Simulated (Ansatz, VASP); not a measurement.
**HfO2 in VASP and in Ansatz**

File INCAR:

```
ALGO = Normal
EDIFF = 1E-6
ENCUT = 520
GGA = PE
ISIF = 2
ISMEAR = 0
LASPH = True
LCHARG = False
LREAL = False
LWAVE = False
NBANDS = 18
NELM = 60
PREC = Accurate
SIGMA = 0.05
```

The input KPOINTS:

```
k-points
0
Gamma
  8 8 8
```

POSCAR

```
HfO2
1.0
    0.0000000000      2.5575000000      2.5575000000
    2.5575000000      0.0000000000      2.5575000000
    2.5575000000      2.5575000000      0.0000000000
Hf O
1 2
Direct
   -0.1173020528     -0.1173020528      0.1173020528
    0.2500000000      0.2500000000      0.2500000000
    0.7500000000      0.7500000000      0.7500000000
```

Input for Ansatz:

```yaml
crystal:
  lattice:
    - [0.0, 2.5575, 2.5575]
    - [2.5575, 0.0, 2.5575]
    - [2.5575, 2.5575, 0.0]
  atoms:
    - { symbol: Hf, position: [-0.1173020528, -0.1173020528, 0.1173020528] }
    - { symbol: O, position: [0.25, 0.25, 0.25] }
    - { symbol: O, position: [0.75, 0.75, 0.75] }
basis:
  ecutwfc: 420
kpoints:
  mp_grid: { grid: [8, 8, 8] }
hamiltonian:
  xc: pbe
scf:
  occupations: { method: gaussian, width: 0.05 }
output:
  forces: true
  stress: true
  eigenvalues: true
```

Alike in both runs: task single point; functional PBE; k mesh 8 × 8 × 8; occupations gaussian, width 0.05 eV; no spin polarisation.

```csv
,VASP,Ansatz
version,VASP 6.6.1,Ansatz 0.2.0
potentials or method,"VASP PAW PBE potentials, release 64 (Hf_pv, O), cutoff 520 eV","scalar-relativistic, plane waves, PAW"
valence electrons in the cell,22,38
```

VASP gave:

| Quantity | Value |
| --- | --- |
| gap on the k mesh at the Fermi level (eV) | 2.83 |
| least direct gap on the mesh (eV) | 2.87 |
| rms of the force components (eV/Å) | 2.379 |

Q: Which values does Ansatz return?

A: gap on the k mesh at the Fermi level (eV): 2.89; least direct gap on the mesh (eV): 2.93; rms of the force components (eV/Å): 2.430.

Atom by atom the forces differ by 0.050 eV/Å (rms over components). With one functional, cell and mesh, what is left measures potentials, basis and numerics. VASP's potentials hold 22 valence electrons a cell and Ansatz's 38, so a difference there can come from the potentials and not from the codes.

Spin-orbit coupling is off throughout.
